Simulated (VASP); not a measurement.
Runs of VASP 6.6.1 on KI. The structure is that of space group P4/mmm (No. 123), or close to it. The cells are those of the table. 

```tsv
cell	gap on the mesh (eV)	pressure (GPa)
a = 3.948, b = 3.948, c = 4.634 Å, 2 atoms	(c)	1.0
a = 3.948, b = 3.948, c = 4.463 Å, 2 atoms	(a)	1.7
a = 3.948, b = 3.948, c = 4.291 Å, 2 atoms	3.20	(b)
a = 4.291, b = 4.291, c = 3.948 Å, 2 atoms	2.91	0.8
```

Alike in all rows: task single point; level PBEsol; potentials or basis VASP PAW PBE potentials, release 64 (K_sv, I); no spin polarisation; k mesh 6 × 6 × 6; cutoff (eV) 520; smearing gaussian 0.05 eV.

Task: Fill in the values left out.

Result: (a) 2.85; (b) 2.6; (c) 2.52.

Caveats: the PAW data sets were made with another functional, which shifts forces and pressure a little; spin-orbit coupling is left out, which moves the levels of the heavy elements.

A k mesh can miss the band edges, and the runs leave out spin-orbit coupling on I.
